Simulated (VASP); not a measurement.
# InSe (R3m) in VASP: single point with PBEsol

Aim: the single point of InSe with PBEsol.

All numbers are computed with VASP 6.6.1; they aren't measurements. Logs are shortened: lines on timing, memory, paths and dates and some standing lists are left out, and cuts for length are marked.

## 1. The cell of the first run

It takes space group R3m (No. 160, trigonal). Conventional cell: a = 4.000 Å, b = 4.000 Å, c = 25.320 Å, α = 90.00°, β = 90.00°, γ = 120.00°. Within 3.5 Å of In (site symmetry 3m) lie 3 Se at 2.64 Å and 1 In at 2.82 Å. Within 3.5 Å of In (site symmetry 3m) lie 3 Se at 2.63 Å and 1 In at 2.82 Å. Within 3.5 Å of Se (site symmetry 3m) lie 3 In at 2.64 Å. Within 3.5 Å of Se (site symmetry 3m) lie 3 In at 2.63 Å.

## 2. Single point, PBEsol

Contents of INCAR:

```
  ALGO = Normal
  EDIFF = 1E-6
  ENCUT = 500
  GGA = PS
  GGA_COMPAT = F
  ISIF = 2
  ISMEAR = 0
  LASPH = T
  LCHARG = F
  LREAL = F
  LWAVE = F
  NBANDS = 27
  NELM = 120
  PREC = Accurate
  SIGMA = 0.01
```

Contents of KPOINTS:

```
k-points
0
Gamma
  3 3 3
```

Contents of POSCAR:

```
InSe
1.0
    2.0000000000      1.1547010000      8.4400000000
   -2.0000000000      1.1547010000      8.4400000000
    0.0000000000     -2.3094010000      8.4400000000
In Se
2 2
Direct
    0.0000000000      0.0000000000      0.0000000000
    0.1114000000      0.1114000000      0.1114000000
    0.6165000000      0.6165000000      0.6165000000
    0.8281000000      0.8281000000      0.8281000000
```

Potentials or basis: VASP PAW PBE potentials, release 64 (In_d, Se).

The run is started by

```
cat potpaw_PBE.64/In_d/POTCAR potpaw_PBE.64/Se/POTCAR > POTCAR
mpirun -np 1 vasp_std > vasp.out
```

OUTCAR:

```text
EDIFF = 1E-6
   ENCUT = 500
   GGA = PS
   ISIF = 2
   ISMEAR = 0
   LASPH = T
   LREAL = F
   NELM = 120
   PREC = Accurate

 ion  position               nearest neighbor table
   1  0.000  0.000  0.000-   3 2.64   3 2.64   3 2.64   2 2.82
   2  0.111  0.111  0.111-   4 2.63   4 2.63   4 2.63   1 2.82
   3  0.617  0.617  0.617-   1 2.64   1 2.64   1 2.64
   4  0.828  0.828  0.828-   2 2.63   2 2.63   2 2.63

  LATTYP: Found a trigonal (rhomboedric) cell.
 ALAT       =     8.7502533906
 COS(alpha) =     0.8955162373

  Lattice vectors:

 A1 = (   2.0000000000,   1.1547010000,   8.4400000000)
 A2 = (  -2.0000000000,   1.1547010000,   8.4400000000)
 A3 = (   0.0000000000,  -2.3094010000,   8.4400000000)

Analysis of symmetry for initial positions (statically):
=====================================================================
 Subroutine PRICEL returns:
 Original cell was already a primitive cell.

 Routine SETGRP: Setting up the symmetry group for a
 trigonal (rhombohedral) supercell.

 Subroutine GETGRP returns: Found  6 space group operations
 (whereof  6 operations were pure point group operations)
 out of a pool of 12 trial point group operations.

The static configuration has the point symmetry C_3v.

Analysis of symmetry for dynamics (positions and initial velocities):
=====================================================================
 Subroutine PRICEL returns:
 Original cell was already a primitive cell.

 Routine SETGRP: Setting up the symmetry group for a
 trigonal (rhombohedral) supercell.

 Subroutine GETGRP returns: Found  6 space group operations
 (whereof  6 operations were pure point group operations)
 out of a pool of 12 trial point group operations.

The dynamic configuration has the point symmetry C_3v.

 Subroutine INISYM returns: Found  6 space group operations
 (whereof  6 operations are pure point group operations),
 and found     1 'primitive' translations

----------------------------------------------------------------------------------------

                                     Primitive cell

  volume of cell :     116.9481

  direct lattice vectors                    reciprocal lattice vectors
     2.000000000  1.154701000  8.440000000     0.250000000  0.144337551  0.039494465
    -2.000000000  1.154701000  8.440000000    -0.250000000  0.144337551  0.039494465
     0.000000000 -2.309401000  8.440000000     0.000000000 -0.288675103  0.039494482

  length of vectors
     8.750253391  8.750253391  8.750253309     0.291364276  0.291364276  0.291364255

  position of ions in fractional coordinates (direct lattice)
     0.000000000  0.000000000  0.000000000
     0.111400000  0.111400000  0.111400000
     0.616500000  0.616500000  0.616500000
     0.828100000  0.828100000  0.828100000

  ion indices of the primitive-cell ions
   primitive index   ion index
                 1           1
                 2           2
                 3           3
                 4           4

----------------------------------------------------------------------------------------

 KPOINTS: k-points

Automatic generation of k-mesh.
 Grid dimensions read from file:
 generate k-points for:    3    3    3

 Generating k-lattice:

  Cartesian coordinates                     Fractional coordinates (reciprocal lattice)
     0.083333333  0.048112517  0.013164822     0.333333333  0.000000000  0.000000000
    -0.083333333  0.048112517  0.013164822     0.000000000  0.333333333  0.000000000
     0.000000000 -0.096225034  0.013164827     0.000000000  0.000000000  0.333333333

  Length of vectors
     0.097121425  0.097121425  0.097121418

  Shift w.r.t. Gamma in fractional coordinates (k-lattice)
     0.000000000  0.000000000  0.000000000

 Subroutine IBZKPT returns following result:
 ===========================================

 Found      6 irreducible k-points:

 Following reciprocal coordinates:
            Coordinates               Weight
  0.000000  0.000000  0.000000      1.000000
  0.333333  0.000000  0.000000      6.000000
  0.333333  0.333333  0.000000      6.000000
 -0.333333  0.333333  0.000000      6.000000
  0.333333  0.333333  0.333333      2.000000
 -0.333333  0.333333  0.333333      6.000000
   k-points           NKPTS =      6   k-points in BZ     NKDIM =      6   number of bands    NBANDS=     27
   number of dos      NEDOS =    301   number of ions     NIONS =      4
   total plane-waves  NPLWV = 262144
   dimension x,y,z NGX =    64 NGY =   64 NGZ =   64
   dimension x,y,z NGXF=   128 NGYF=  128 NGZF=  128
   ions per type =               2   2
   NGX,Y,Z   is equivalent  to a cutoff of  12.16, 12.16, 12.16 a.u.
   NGXF,Y,Z  is equivalent  to a cutoff of  24.32, 24.32, 24.32 a.u.
 SYSTEM =  unknown system
   PREC   = accura    normal or accurate (medium, high low for compatibility)
   ISTART =      0    job   : 0-new  1-cont  2-samecut
   ICHARG =      2    charge: 1-file 2-atom 10-const
   ISPIN  =      1    spin polarized calculation?
   LNONCOLLINEAR =      F non collinear calculations
   LSORBIT =      F    spin-orbit coupling
   LASPH  =      T    aspherical Exc in radial PAW
   ENCUT  =  500.0 eV  36.75 Ry    6.06 a.u.  15.95 15.95 15.95*2*pi/ulx,y,z
   NELM   =    120;   NELMIN=  2; NELMDL= -5     # of ELM steps
   EDIFF  = 0.1E-05   stopping-criterion for ELM
   LREAL  =      F    real-space projection
   EDIFFG = 0.1E-04   stopping-criterion for IOM
   NSW    =      0    number of steps for IOM
   IBRION =     -1    ionic relax: 0-MD 1-quasi-New 2-CG
   NFREE  =      0    steps in history (QN), initial steepest desc. (CG)
   ISIF   =      2    stress and relaxation
   ISYM   =      2    0-nonsym 1-usesym 2-fastsym
   POTIM  = 0.5000    time-step for ionic-motion
   TEBEG  =    0.0;   TEEND  =   0.0 temperature during run
   PSTRESS=    0.0 pullay stress
   NELECT =      38.0000    total number of electrons
   NUPDOWN=      -1.0000    fix difference up-down
   EMIN   =  10.00;   EMAX   =-10.00  energy-range for DOS
   EFERMI =   0.00;   METHOD = LEGACY
   ISMEAR =     0;   SIGMA  =   0.01  broadening in eV -4-tet -1-fermi 0-gaus
   EFERMI_NEDOS =   21; number of points for ismear=-14 and -15
   IALGO  =     38    algorithm
   IMIX   =      4    mixing-type and parameters
     AMIX     =   0.40;   BMIX     =  1.00
     AMIX_MAG =   1.60;   BMIX_MAG =  1.00
  volume/ion in A,a.u.               =      29.24       197.30
  Fermi-wavevector in a.u.,A,eV,Ry     =   1.125481  2.126851 17.234614  1.266708
  Thomas-Fermi vector in A             =   2.262159
   LORBIT       =      0    0 simple, 1 ext, 2 COOP (PROOUT), +10 PAW based schemes
   GGA     = PS    functional components
   LHFCALC =     F    Hartree Fock is set to
   AEXX    =    0.0000 exact exchange contribution
   IVDW    =     0    specifies the selected vdW correction
   LEPSILON=     F    determine dielectric tensor
   LRPA    =     F    only Hartree local field effects (RPA)
 non-spin polarized calculation
 Gauss-broadening in eV      SIGMA  =   0.01
  energy-cutoff  :      500.00
  volume of cell :      116.95
 maximum number of plane-waves:      2989
   NGX = 31   NGY = 31   NGZ = 31

 number of electron      38.0000005 magnetization

 Free energy of the ion-electron system (eV)
  ---------------------------------------------------
  ext. energy  EPLUGINS =         0.00000000
  ---------------------------------------------------
  free energy    TOTEN  =       -15.28218047 eV

  energy without entropy =      -15.28218047  energy(sigma->0) =      -15.28218047

 E-fermi :   3.5173     XC(G=0):  -9.0791

 val. band max:        3.4218184242   @ k =   0.3333   0.3333   0.3333
 cond. band min:       4.8669938952   @ k =   0.3333   0.3333   0.3333
 fundamental gap:      1.4451754709
 Fermi energy:         3.5173207895

 k-point     1 :       0.0000    0.0000    0.0000
  band No.  band energies     occupation
      1     -10.7457      2.00000
      2     -10.5685      2.00000
      3     -10.5685      2.00000
      4     -10.4933      2.00000
      5     -10.4933      2.00000
      6     -10.4727      2.00000
[... 19 lines left out ...]
     26       9.4154      0.00000
     27      11.4017      0.00000

 k-point     2 :       0.3333    0.0000    0.0000
  band No.  band energies     occupation
      1     -10.8619      2.00000
      2     -10.7543      2.00000
      3     -10.6796      2.00000
      4     -10.5611      2.00000
      5     -10.4948      2.00000
      6     -10.4353      2.00000
[... 19 lines left out ...]
     26      10.5393      0.00000
     27      11.1510      0.00000

 k-point     3 :       0.3333    0.3333    0.0000
  band No.  band energies     occupation
      1     -10.8569      2.00000
      2     -10.7603      2.00000
      3     -10.6786      2.00000
      4     -10.5615      2.00000
      5     -10.4947      2.00000
      6     -10.4351      2.00000
[... 19 lines left out ...]
     26      10.8331      0.00000
     27      11.3409      0.00000

 k-point     4 :      -0.3333    0.3333    0.0000
  band No.  band energies     occupation
      1     -10.9098      2.00000
      2     -10.8262      2.00000
      3     -10.6724      2.00000
      4     -10.5862      2.00000
      5     -10.4717      2.00000
      6     -10.4354      2.00000
[... 19 lines left out ...]
     26      10.7950      0.00000
     27      11.5971      0.00000

 k-point     5 :       0.3333    0.3333    0.3333
  band No.  band energies     occupation
      1     -10.7455      2.00000
      2     -10.5687      2.00000
      3     -10.5687      2.00000
      4     -10.4933      2.00000
      5     -10.4933      2.00000
      6     -10.4728      2.00000
[... 19 lines left out ...]
     26       9.5114      0.00000
     27      11.7536      0.00000

 k-point     6 :      -0.3333    0.3333    0.3333
  band No.  band energies     occupation
      1     -10.8525      2.00000
      2     -10.7660      2.00000
      3     -10.6777      2.00000
      4     -10.5614      2.00000
      5     -10.4947      2.00000
      6     -10.4352      2.00000
[... 19 lines left out ...]
     26      10.7787      0.00000
     27      11.1101      0.00000

------------------------ aborting loop because EDIFF is reached ----------------------------------------

  FORCE on cell =-STRESS in cart. coord.  units (eV):
  Direction    XX          YY          ZZ          XY          YZ          ZX
  --------------------------------------------------------------------------------------
  -------------------------------------------------------------------------------------
  Total        1.6072389      1.6072392     -0.8101694      0.0000000     -0.0000000      0.0000000
  in kB       22.0190157     22.0190206    -11.0992411      0.0000000     -0.0000004      0.0000000
  external PRESSURE =      10.9795984 kB  Pullay stress =       0.0000000 kB

 VOLUME and BASIS-vectors are now :
 -----------------------------------------------------------------------------
  energy-cutoff  :      500.00
  volume of cell :      116.95
      direct lattice vectors                 reciprocal lattice vectors
     2.000000000  1.154701000  8.440000000     0.250000000  0.144337551  0.039494465
    -2.000000000  1.154701000  8.440000000    -0.250000000  0.144337551  0.039494465
     0.000000000 -2.309401000  8.440000000     0.000000000 -0.288675103  0.039494482

 POSITION                                       TOTAL-FORCE (eV/Angst)
 -----------------------------------------------------------------------------------
      0.00000      0.00000      0.00000         0.000000      0.000000      0.262703
      0.00000      0.00000      2.82065         0.000000     -0.000000     -0.281971
      0.00000      0.00000     15.60978         0.000000     -0.000000     -0.126622
      0.00000      0.00000     20.96749         0.000000      0.000000      0.145890
 -----------------------------------------------------------------------------------
    total drift:                               -0.000000     -0.000005      0.000638

  FREE ENERGIE OF THE ION-ELECTRON SYSTEM (eV)
  ---------------------------------------------------
  free  energy   TOTEN  =       -15.2821804736 eV

  energy  without entropy=      -15.2821804736  energy(sigma->0) =      -15.28218047
```

It took 1.7 min on 1 thread of Intel Xeon 6975P-C, shared host; peak memory 0.51 GiB.

What came out:

```yaml
Free_energy: -15.2822 eV
Pressure: 1.1 GPa
Largest_force: 0.282 eV/Å
Band_gap_on_the_k_mesh: 1.45 eV, direct
```

Forces in eV/Å, atoms in the order of the input:
```
In   0.000  0.000  0.263
In   0.000  0.000 -0.282
Se   0.000  0.000 -0.127
Se   0.000  0.000  0.146
```

Caveat: the k points lie up to 0.61 Å⁻¹ apart; the PAW data sets were made with another functional, which shifts forces and pressure a little; spin-orbit coupling is left out, which moves the levels of the heavy elements.
